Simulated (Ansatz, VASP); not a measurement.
One calculation of Sb, two programs

```
CELL_PARAMETERS angstrom
3.37496 0.00000 0.00000
-1.68748 2.92280 0.00000
0.00000 0.00000 11.02262
ATOMIC_POSITIONS crystal
Sb 0.00000 0.00000 0.00000
Sb 0.00000 0.00000 0.50000
Sb 0.33333 0.66667 0.25000
Sb 0.66667 0.33333 0.75000
```

Alike in both runs: task relaxation of cell and atoms; functional r2SCAN; k mesh 11 × 11 × 3; occupations fermi-dirac, width 0.1 eV; no spin polarisation.

|  | VASP | Ansatz |
| --- | --- | --- |
| version | VASP 6.6.1 | Ansatz 0.2.0 |
| potentials or method | VASP PAW PBE potentials, release 64 (Sb), cutoff 600 eV | plane waves (500 eV) with PAW, scalar-relativistic |
| valence electrons in the cell | 20 | 60 |

Ansatz gave:

- relaxed volume (Å³/atom): 27.12
- relaxed cell length with the largest relative difference (Å): 11.383

**Question.** Which values does VASP return?

**Answer.** Relaxed volume (Å³/atom): 27.07; relaxed cell length with the largest relative difference (Å): 11.357.

VASP's potentials were made for PBE, not for r2SCAN. VASP's potentials hold 20 valence electrons a cell and Ansatz's 60, so a difference there can come from the potentials and not from the codes.

Neither program's run includes spin-orbit coupling.
